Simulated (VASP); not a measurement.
Runs of VASP 6.6.1 on Al2BP3. The structure is that of space group I-4m2 (No. 119), or close to it. The cells are those of the table. 

| task | cell | k mesh | cutoff (eV) | smearing | gap on the mesh (eV) | pressure (GPa) | largest force (eV/Å) |
| --- | --- | --- | --- | --- | --- | --- | --- |
| single point | a = 8.441 Å, angles 155.2, 155.2, 35.3°, 6 atoms | 6 × 6 × 6 | 520 | gaussian 0.1 eV | 0.90 | 0.1 | 0.02 |
| single point | a = 8.052 Å, angles 154.2, 154.2, 36.9°, 6 atoms | 6 × 6 × 6 | 520 | gaussian 0.1 eV | (a) | 12.1 | 4.08 |
| single point | a = 8.453 Å, angles 155.3, 155.3, 35.3°, 6 atoms | 10 × 10 × 10 | 520 | gaussian 0.02 eV | 0.90 | -0.1 | 0.01 |
| relaxation of cell and atoms | relaxed from a = 8.052 Å, angles 154.2, 154.2, 36.9°, 6 atoms | 6 × 6 × 6 | 600 | gaussian 0.1 eV | (b) | -0.1 | 0.02 |

Alike in all rows: level PBE; potentials or basis VASP PAW PBE potentials, release 64 (Al, B, P); no spin polarisation.

Fill in the values left out.

(a) 1.19; (b) 0.89.

Caveats: forces of over 1 eV/Å act on the atoms, so gaps and moduli don't describe the material at rest (some runs).

A k mesh can miss the band edges.
